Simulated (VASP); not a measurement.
# NaF (Fm-3m) in VASP: a series of runs

Aim: see how the results for NaF move with the level of theory and the settings. Levels: PBE, r2SCAN. Tasks: relaxation of cell and atoms, single point.

Everything below comes from runs of VASP 6.6.1. Logs are shortened: lines on timing, memory, paths and dates and some standing lists are left out, and cuts for length are marked.

**1. The cell of the first run**

It takes space group Fm-3m (No. 225, cubic). The conventional cell has a = 4.701 Å, b = 4.701 Å, c = 4.701 Å, α = 90.00°, β = 90.00°, γ = 90.00°. Na (site symmetry m-3m) has 6 F at 2.35 Å within 3.1 Å. F (site symmetry m-3m) has 6 Na at 2.35 Å within 3.1 Å.

**2. Relaxation of cell and atoms, PBE**

Input file INCAR:

```
PREC     = Accurate       # precision mode
ENCUT    = 600            # plane-wave cutoff, eV
EDIFF    = 1E-7           # SCF threshold, eV
ISMEAR   = 0              # smearing method
SIGMA    = 0.01           # smearing width, eV
LREAL    = F              # projectors in reciprocal space
LASPH    = T              # aspherical terms in the spheres
NELM     = 120            # most SCF steps
ALGO     = Normal         # electronic algorithm
ISIF     = 3              # what is computed and relaxed
LWAVE    = F              # write WAVECAR
LCHARG   = F              # write CHGCAR
GGA      = PE             # functional
IBRION   = 2              # ionic algorithm
NSW      = 80             # ionic steps
EDIFFG   = -0.001         # ionic threshold
GGA_COMPAT= F            
NELMIN   = 4
```

Input file KPOINTS:

```
regular mesh
0
Gamma
  8 8 8
```

Input file POSCAR:

```
NaF
1.0
    0.0000000000      2.3502771129      2.3502771129
    2.3502771129      0.0000000000      2.3502771129
    2.3502771129      2.3502771129      0.0000000000
Na F
1 1
Direct
    0.0000000000      0.0000000000      0.0000000000
    0.5000000000      0.5000000000      0.5000000000
```

Potentials or basis: VASP PAW PBE potentials, release 64 (Na_pv, F).

Started as:

```console
$ cat potpaw_PBE.64/Na_pv/POTCAR potpaw_PBE.64/F/POTCAR > POTCAR
$ mpirun -np 1 vasp_std > vasp.out
```

OUTCAR:

```text
PREC = Accurate
   ENCUT = 600
   EDIFF = 1E-7
   ISMEAR = 0
   LREAL = F
   LASPH = T
   NELM = 120
   ISIF = 3
   GGA = PE
   IBRION = 2
   NSW = 80
   EDIFFG = -0.001
   NELMIN = 4

 ion  position               nearest neighbor table
   1  0.000  0.000  0.000-
   2  0.500  0.500  0.500-

  LATTYP: Found a face centered cubic cell.
 ALAT       =     4.7005542258

  Lattice vectors:

 A1 = (   0.0000000000,   2.3502771129,   2.3502771129)
 A2 = (   2.3502771129,   0.0000000000,   2.3502771129)
 A3 = (   2.3502771129,   2.3502771129,   0.0000000000)

Analysis of symmetry for initial positions (statically):
=====================================================================
 Subroutine PRICEL returns:
 Original cell was already a primitive cell.

 Routine SETGRP: Setting up the symmetry group for a
 face centered cubic supercell.

 Subroutine GETGRP returns: Found 48 space group operations
 (whereof 48 operations were pure point group operations)
 out of a pool of 48 trial point group operations.

The static configuration has the point symmetry O_h .

Analysis of symmetry for dynamics (positions and initial velocities):
=====================================================================
 Subroutine PRICEL returns:
 Original cell was already a primitive cell.

 Routine SETGRP: Setting up the symmetry group for a
 face centered cubic supercell.

 Subroutine GETGRP returns: Found 48 space group operations
 (whereof 48 operations were pure point group operations)
 out of a pool of 48 trial point group operations.

The dynamic configuration has the point symmetry O_h .

 Subroutine INISYM returns: Found 48 space group operations
 (whereof 48 operations are pure point group operations),
 and found     1 'primitive' translations

----------------------------------------------------------------------------------------

                                     Primitive cell

  volume of cell :      25.9649

  direct lattice vectors                    reciprocal lattice vectors
     0.000000000  2.350277113  2.350277113    -0.212740871  0.212740871  0.212740871
     2.350277113  0.000000000  2.350277113     0.212740871 -0.212740871  0.212740871
     2.350277113  2.350277113  0.000000000     0.212740871  0.212740871 -0.212740871

  length of vectors
     3.323793768  3.323793768  3.323793768     0.368477997  0.368477997  0.368477997

  position of ions in fractional coordinates (direct lattice)
     0.000000000  0.000000000  0.000000000
     0.500000000  0.500000000  0.500000000

  ion indices of the primitive-cell ions
   primitive index   ion index
                 1           1
                 2           2

----------------------------------------------------------------------------------------

 KPOINTS: regular mesh

Automatic generation of k-mesh.
 Grid dimensions read from file:
 generate k-points for:    8    8    8

 Generating k-lattice:

  Cartesian coordinates                     Fractional coordinates (reciprocal lattice)
    -0.026592609  0.026592609  0.026592609     0.125000000  0.000000000  0.000000000
     0.026592609 -0.026592609  0.026592609     0.000000000  0.125000000  0.000000000
     0.026592609  0.026592609 -0.026592609     0.000000000  0.000000000  0.125000000

  Length of vectors
     0.046059750  0.046059750  0.046059750

  Shift w.r.t. Gamma in fractional coordinates (k-lattice)
     0.000000000  0.000000000  0.000000000

 Subroutine IBZKPT returns following result:
 ===========================================

 Found     29 irreducible k-points:

 Following reciprocal coordinates:
            Coordinates               Weight
  0.000000  0.000000  0.000000      1.000000
  0.125000  0.000000  0.000000      8.000000
  0.250000  0.000000  0.000000      8.000000
  0.375000  0.000000  0.000000      8.000000
  0.500000  0.000000  0.000000      4.000000
  0.125000  0.125000  0.000000      6.000000
[... 16 lines left out ...]
  0.500000  0.250000  0.125000     48.000000
 -0.375000  0.250000  0.125000     24.000000
 [... further k-points ...]
   k-points           NKPTS =     29   k-points in BZ     NKDIM =     29   number of bands    NBANDS=     11
   number of dos      NEDOS =    301   number of ions     NIONS =      2
   total plane-waves  NPLWV =  21952
   dimension x,y,z NGX =    28 NGY =   28 NGZ =   28
   dimension x,y,z NGXF=    56 NGYF=   56 NGZF=   56
   ions per type =               1   1
   NGX,Y,Z   is equivalent  to a cutoff of  14.00, 14.00, 14.00 a.u.
   NGXF,Y,Z  is equivalent  to a cutoff of  28.01, 28.01, 28.01 a.u.
 SYSTEM =  unknown system
   PREC   = accura    normal or accurate (medium, high low for compatibility)
   ISTART =      0    job   : 0-new  1-cont  2-samecut
   ICHARG =      2    charge: 1-file 2-atom 10-const
   ISPIN  =      1    spin polarized calculation?
   LNONCOLLINEAR =      F non collinear calculations
   LSORBIT =      F    spin-orbit coupling
   LASPH  =      T    aspherical Exc in radial PAW
   ENCUT  =  600.0 eV  44.10 Ry    6.64 a.u.   6.64  6.64  6.64*2*pi/ulx,y,z
   NELM   =    120;   NELMIN=  4; NELMDL= -5     # of ELM steps
   EDIFF  = 0.1E-06   stopping-criterion for ELM
   LREAL  =      F    real-space projection
   EDIFFG = -.1E-02   stopping-criterion for IOM
   NSW    =     80    number of steps for IOM
   IBRION =      2    ionic relax: 0-MD 1-quasi-New 2-CG
   NFREE  =      1    steps in history (QN), initial steepest desc. (CG)
   ISIF   =      3    stress and relaxation
   ISYM   =      2    0-nonsym 1-usesym 2-fastsym
   POTIM  = 0.5000    time-step for ionic-motion
   TEBEG  =    0.0;   TEEND  =   0.0 temperature during run
   PSTRESS=    0.0 pullay stress
   NELECT =      14.0000    total number of electrons
   NUPDOWN=      -1.0000    fix difference up-down
   EMIN   =  10.00;   EMAX   =-10.00  energy-range for DOS
   EFERMI =   0.00;   METHOD = LEGACY
   ISMEAR =     0;   SIGMA  =   0.01  broadening in eV -4-tet -1-fermi 0-gaus
   EFERMI_NEDOS =   21; number of points for ismear=-14 and -15
   IALGO  =     38    algorithm
   IMIX   =      4    mixing-type and parameters
     AMIX     =   0.40;   BMIX     =  1.00
     AMIX_MAG =   1.60;   BMIX_MAG =  1.00
  volume/ion in A,a.u.               =      12.98        87.61
  Fermi-wavevector in a.u.,A,eV,Ry     =   1.332463  2.517990 24.156562  1.775457
  Thomas-Fermi vector in A             =   2.461396
   LORBIT       =      0    0 simple, 1 ext, 2 COOP (PROOUT), +10 PAW based schemes
   GGA     = PE    functional components
   LHFCALC =     F    Hartree Fock is set to
   AEXX    =    0.0000 exact exchange contribution
   IVDW    =     0    specifies the selected vdW correction
   LEPSILON=     F    determine dielectric tensor
   LRPA    =     F    only Hartree local field effects (RPA)
 conjugate gradient relaxation of ions
 non-spin polarized calculation
 Gauss-broadening in eV      SIGMA  =   0.01
  energy-cutoff  :      600.00
  volume of cell :       25.96
 maximum number of plane-waves:       893
   NGX = 13   NGY = 13   NGZ = 13

--------------------------------------- Ionic step        1  -------------------------------------------

 number of electron      14.0000002 magnetization

 Free energy of the ion-electron system (eV)
  ---------------------------------------------------
  ext. energy  EPLUGINS =         0.00000000
  ---------------------------------------------------
  free energy    TOTEN  =        -8.57123551 eV

  energy without entropy =       -8.57123551  energy(sigma->0) =       -8.57123551

------------------------ aborting loop because EDIFF is reached ----------------------------------------

  FORCE on cell =-STRESS in cart. coord.  units (eV):
  Direction    XX          YY          ZZ          XY          YZ          ZX
  --------------------------------------------------------------------------------------
  -------------------------------------------------------------------------------------
  Total       -0.0343492     -0.0343492     -0.0343492      0.0000000     -0.0000000      0.0000000
  in kB       -2.1195317     -2.1195317     -2.1195317      0.0000000     -0.0000000      0.0000000
  external PRESSURE =      -2.1195317 kB  Pullay stress =       0.0000000 kB
[... 201 lines left out ...]
  energy  without entropy=       -8.5713186627  energy(sigma->0) =       -8.57131866

--------------------------------------- Ionic step        7  -------------------------------------------

 number of electron      14.0000003 magnetization

 Free energy of the ion-electron system (eV)
  ---------------------------------------------------
  ext. energy  EPLUGINS =         0.00000000
  ---------------------------------------------------
  free energy    TOTEN  =        -8.57131882 eV

  energy without entropy =       -8.57131882  energy(sigma->0) =       -8.57131882

 E-fermi :  -2.1296     XC(G=0):  -8.9739

 val. band max:       -2.2478024695   @ k =   0.0000   0.0000   0.0000
 cond. band min:       3.8529905854   @ k =   0.0000   0.0000   0.0000
 fundamental gap:      6.1007930549
 Fermi energy:        -2.1295966392

 k-point     1 :       0.0000    0.0000    0.0000
  band No.  band energies     occupation
      1     -21.3593      2.00000
      2     -21.3082      2.00000
      3     -21.3082      2.00000
      4     -21.3082      2.00000
      5      -2.2478      2.00000
      6      -2.2478      2.00000
      7      -2.2478      2.00000
      8       3.8530      0.00000
      9      16.4575      0.00000
     10      16.4575      0.00000
     11      16.4575      0.00000
[... 309 lines left out ...]
 k-point    24 :      -0.3750    0.2500    0.1250
  band No.  band energies     occupation
      1     -21.8790      2.00000
      2     -21.3558      2.00000
      3     -21.3354      2.00000
      4     -20.6400      2.00000
      5      -3.4893      2.00000
      6      -2.7933      2.00000
      7      -2.5633      2.00000
      8       9.2915      0.00000
      9      10.1649      0.00000
     10      14.4777      0.00000
     11      16.2847      0.00000

 [... further k-points ...]
[... 5 lines left out ...]
  --------------------------------------------------------------------------------------
  -------------------------------------------------------------------------------------
  Total       -0.0015682     -0.0015682     -0.0015682      0.0000000     -0.0000000      0.0000000
  in kB       -0.0972169     -0.0972169     -0.0972169      0.0000000     -0.0000000      0.0000000
  external PRESSURE =      -0.0972169 kB  Pullay stress =       0.0000000 kB
[... 17 lines left out ...]
  FREE ENERGIE OF THE ION-ELECTRON SYSTEM (eV)
  ---------------------------------------------------
  free  energy   TOTEN  =        -8.5713188189 eV

  energy  without entropy=       -8.5713188189  energy(sigma->0) =       -8.57131882

 reached required accuracy - stopping structural energy minimisation
```

Wall time 77 s (1 thread of AMD EPYC 7R43 (Zen 3), shared host); peak memory 0.12 GiB.

What came out:

* Free energy: -8.5713 eV
* Relaxed volume: 12.92 Å³/atom
* Relaxed cell: a = 3.319 Å, b = 3.319 Å, c = 3.319 Å, α = 60.00°, β = 60.00°, γ = 60.00°
* Space group after relaxing (to 0.1 Å): Fm-3m (No. 225)
* Energy gained by relaxing: 0.0 meV/atom
* Ionic steps: 7
* Pressure after relaxing: 0.0 GPa
* Band gap on the k mesh: 6.10 eV

Final structure:
```
Na F
1.0
     0.00000    2.34664    2.34664
     2.34664    0.00000    2.34664
     2.34664    2.34664    0.00000
Na F
1 1
Direct
  0.00000 0.00000 0.00000
  0.50000 0.50000 0.50000
```

**3. Single point, PBE**

Input file INCAR:

```
SYSTEM = NaF
PREC     = Accurate       ! precision mode
ENCUT    = 520            ! plane-wave cutoff, eV
EDIFF    = 1E-6           ! SCF threshold, eV
ISMEAR   = 0              ! smearing method
SIGMA    = 0.02           ! smearing width, eV
LREAL    = .False.        ! projectors in reciprocal space
LASPH    = .True.         ! aspherical terms in the spheres
NELM     = 80             ! most SCF steps
ALGO     = Normal         ! electronic algorithm
ISIF     = 2              ! what is computed and relaxed
LWAVE    = .False.        ! write WAVECAR
LCHARG   = .False.        ! write CHGCAR
GGA      = PE             ! functional
NBANDS   = 14             ! bands
```

Input file KPOINTS:

```
regular mesh
0
Gamma
  8 8 8
  0 0 0
```

POSCAR is that of step 2.

Potentials or basis: VASP PAW PBE potentials, release 64 (Na_pv, F).

Started as:

```console
$ cat potpaw_PBE.64/Na_pv/POTCAR potpaw_PBE.64/F/POTCAR > POTCAR
$ mpirun -np 1 vasp_std > vasp.out
```

OUTCAR:

```text
SYSTEM = NaF
   PREC = Accurate
   ENCUT = 520
   EDIFF = 1E-6
   ISMEAR = 0
   LREAL = .False.
   LASPH = .True.
   NELM = 80
   ISIF = 2
   GGA = PE

 ion  position               nearest neighbor table
   1  0.000  0.000  0.000-
   2  0.500  0.500  0.500-

  LATTYP: Found a face centered cubic cell.
 ALAT       =     4.7005542258

  Lattice vectors:

 A1 = (   0.0000000000,   2.3502771129,   2.3502771129)
 A2 = (   2.3502771129,   0.0000000000,   2.3502771129)
 A3 = (   2.3502771129,   2.3502771129,   0.0000000000)

[... 584 lines left out ...]
     10      14.4107      0.00000
     11      16.2136      0.00000
     12      19.4128      0.00000
     13      20.4374      0.00000
     14      25.0496      0.00000

 [... further k-points ...]
[... 5 lines left out ...]
  --------------------------------------------------------------------------------------
  -------------------------------------------------------------------------------------
  Total       -0.0233627     -0.0233627     -0.0233627      0.0000000      0.0000000     -0.0000000
  in kB       -1.4416039     -1.4416039     -1.4416039      0.0000000      0.0000000     -0.0000000
  external PRESSURE =      -1.4416039 kB  Pullay stress =       0.0000000 kB

 VOLUME and BASIS-vectors are now :
 -----------------------------------------------------------------------------
  energy-cutoff  :      520.00
  volume of cell :       25.96
      direct lattice vectors                 reciprocal lattice vectors
     0.000000000  2.350277113  2.350277113    -0.212740871  0.212740871  0.212740871
     2.350277113  0.000000000  2.350277113     0.212740871 -0.212740871  0.212740871
     2.350277113  2.350277113  0.000000000     0.212740871  0.212740871 -0.212740871

 POSITION                                       TOTAL-FORCE (eV/Angst)
 -----------------------------------------------------------------------------------
      0.00000      0.00000      0.00000        -0.000000     -0.000000     -0.000000
      2.35028      2.35028      2.35028         0.000000      0.000000      0.000000
 -----------------------------------------------------------------------------------
    total drift:                                0.000000      0.000000      0.000000

  FREE ENERGIE OF THE ION-ELECTRON SYSTEM (eV)
  ---------------------------------------------------
  free  energy   TOTEN  =        -8.5694613409 eV

  energy  without entropy=       -8.5694613409  energy(sigma->0) =       -8.56946134
```

OSZICAR:

```text
N       E                     dE             d eps       ncg     rms          rms(c)
DAV:   1     0.109076080248E+03    0.10908E+03   -0.77309E+03   818   0.121E+03
DAV:   2    -0.398278593256E+01   -0.11306E+03   -0.10625E+03   908   0.340E+02
DAV:   3    -0.942745398279E+01   -0.54447E+01   -0.54357E+01   998   0.686E+01
DAV:   4    -0.947292645876E+01   -0.45472E-01   -0.45471E-01   914   0.649E+00
DAV:   5    -0.947341588001E+01   -0.48942E-03   -0.48942E-03  1004   0.682E-01    0.542E+00
DAV:   6    -0.857851963986E+01    0.89490E+00   -0.31607E+00   972   0.145E+01    0.186E+00
DAV:   7    -0.856742528069E+01    0.11094E-01   -0.28847E-02   848   0.203E+00    0.106E+00
DAV:   8    -0.856884956690E+01   -0.14243E-02   -0.30561E-02   860   0.359E+00    0.152E-01
DAV:   9    -0.856959172047E+01   -0.74215E-03   -0.43305E-03   956   0.595E-01    0.134E-01
DAV:  10    -0.856946178683E+01    0.12993E-03   -0.87859E-04   902   0.310E-01    0.123E-02
DAV:  11    -0.856946085029E+01    0.93654E-06   -0.30501E-05   956   0.863E-02    0.404E-03
DAV:  12    -0.856946134093E+01   -0.49065E-06   -0.16322E-06   902   0.168E-02
   1 F= -.85694613E+01 E0= -.85694613E+01  d E =-.190265E-36
```

It took 7.9 s on 1 thread of Intel Xeon Platinum 8488C (Sapphire Rapids), shared host; peak memory 0.15 GiB.

What came out:

* Free energy: -8.5695 eV
* Pressure: -0.1 GPa
* Band gap on the k mesh: 6.07 eV

**4. Single point, r2SCAN**

POSCAR is that of step 3.

Input file INCAR.step1:

```
ALGO = Normal
EDIFF = 1E-4
ENCUT = 520
GGA = PE
ISMEAR = 0
LASPH = T
LCHARG = F
LREAL = F
LWAVE = T
NBANDS = 14
NELM = 60
PREC = Accurate
SIGMA = 0.02
```

Input file INCAR.step2:

```
ALGO = Normal
EDIFF = 1E-7
ENCUT = 520
ISIF = 2
ISMEAR = 0
ISTART = 1
LASPH = T
LCHARG = F
LMIXTAU = T
LREAL = F
LWAVE = F
METAGGA = R2SCAN
NBANDS = 14
NELM = 60
PREC = Accurate
SIGMA = 0.02
```

Input file KPOINTS:

```
k-points
0
Gamma
  8 8 8
```

Started as:

```console
$ cat potpaw_PBE.64/Na_pv/POTCAR potpaw_PBE.64/F/POTCAR > POTCAR
$ cp INCAR.step1 INCAR
$ mpirun -np 1 vasp_std > vasp.out
$ cp INCAR.step2 INCAR
$ mpirun -np 1 vasp_std > vasp.out
```

Wall time 43 s (1 thread of Intel Xeon Platinum 8488C (Sapphire Rapids), shared host); peak memory 0.15 GiB.

It converged, with:

```
Free energy            : -12.5804 eV
Pressure               : -3.7 GPa
Band gap on the k mesh : 6.94 eV
```

Levels at points of the mesh, in eV from the valence-band top:
```
           k point  band 4  band 5  band 6  band 7  band 8  band 9  band 10  band 11
(0.00, 0.00, 0.00)  -19.63    0.00    0.00    0.00    6.94   19.47    19.47    19.47
(0.50, 0.00, 0.00)  -19.12   -1.46   -0.24   -0.24   11.35   13.04    20.93    20.93
(0.50, 0.50, 0.00)  -19.68   -1.20   -0.38   -0.38   13.69   13.76    14.41    20.53
```

Caveat: the cell stands under tension; the PAW data sets were made with another functional, which shifts forces and pressure a little.

**5. Overview**

| task | level | cell | cutoff (eV) | smearing | gap on the mesh (eV) | pressure (GPa) |
| --- | --- | --- | --- | --- | --- | --- |
| relaxation of cell and atoms | PBE | relaxed | 600 | gaussian 0.01 eV | 6.10 | 0.0 |
| single point | PBE | as given | 520 | gaussian 0.02 eV | 6.07 | -0.1 |
| single point | r2SCAN | as given | 520 | gaussian 0.02 eV | 6.94 | -3.7 |

Alike in all rows: potentials or basis VASP PAW PBE potentials, release 64 (Na_pv, F); no spin polarisation; k mesh 8 × 8 × 8.

Caveats: the cell stands under tension (at least some runs); the PAW data sets were made with another functional, which shifts forces and pressure a little (at least some runs).

Total energies depend on the potentials used, so only differences within one code and one set of settings carry meaning.
